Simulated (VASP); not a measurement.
A run of VASP 6.6.1 is set up as follows.

File POSCAR:

```
H2ClF
1.0
    6.1224830000      0.0000000000      0.0000000000
    0.0000000000      6.1224830000      0.0000000000
    0.0000000000      0.0000000000      6.1224830000
F H Cl
3 6 3
Direct
    0.6470351959      0.0798672512      0.1658785485
    0.9537677720      0.1655516343      0.8444290324
    0.4971379586      0.7309516313      0.3211714706
    0.5986188057      0.1961206118      0.0741628381
    0.9611767190      0.0179404492      0.8847717810
    0.5058619206      0.8785541622      0.2775833172
    0.8825307549      0.7707008697      0.2054773608
    0.4642166982      0.5589036775      1.0800866851
    0.1033681860      0.2550984303      0.1524570307
    1.0070133138      0.7127824348      0.0460663013
    0.4845634222      0.4483679570      0.8983539865
    0.1778328529      0.2394458907      0.3496622476
```

The input INCAR.step1:

```
PREC = Accurate ; ENCUT = 1110
ISMEAR = -1 ; SIGMA = 0.05
LREAL = False ; LASPH = True
NELM = 120 ; NBANDS = 36
GGA = PE ; ALGO = Normal
EDIFF = 1E-5 ; LWAVE = True
LCHARG = False ; GGA_COMPAT = False
```

The input INCAR.step2:

```
PREC = Accurate ; ENCUT = 1110
EDIFF = 1E-6 ; ISMEAR = -1
SIGMA = 0.05 ; LREAL = False
LASPH = True ; NELM = 120
ALGO = Normal ; ISIF = 2
LWAVE = False ; LCHARG = False
METAGGA = R2SCAN ; LMIXTAU = True
IVDW = 12 ; VDW_S6 = 1.0
VDW_S8 = 0.78981345 ; VDW_A1 = 0.49484001
VDW_A2 = 5.73083694 ; NBANDS = 36
ISTART = 1 ; GGA_COMPAT = False
```

KPOINTS

```
Automatic mesh
0
Gamma
  1 1 1
```

Potentials or basis: VASP PAW PBE potentials, release 64 (F_h, H_h, Cl).

The run is started by

```bash
$ cat potpaw_PBE.64/F_h/POTCAR potpaw_PBE.64/H_h/POTCAR potpaw_PBE.64/Cl/POTCAR > POTCAR
$ cp INCAR.step1 INCAR
$ mpirun -np 1 vasp_gam > vasp.out
$ cp INCAR.step2 INCAR
$ mpirun -np 1 vasp_gam > vasp.out
```

Problem. Predict the dispersion energy per atom.

Solution. -0.022 eV.

Problem. Predict the pressure.

Solution. 0.0 GPa.

Problem. What does it give for the largest force?

Solution. 0.243 eV/Å.

Stress tensor (GPa, compression positive):
```
 0.20 -0.09 -0.21
-0.09  0.21 -0.24
-0.21 -0.24 -0.45
```

Caveat: the k points lie up to 1.03 Å⁻¹ apart, too coarse for converged energies, forces and pressures; the PAW data sets were made with another functional, which shifts forces and pressure a little.
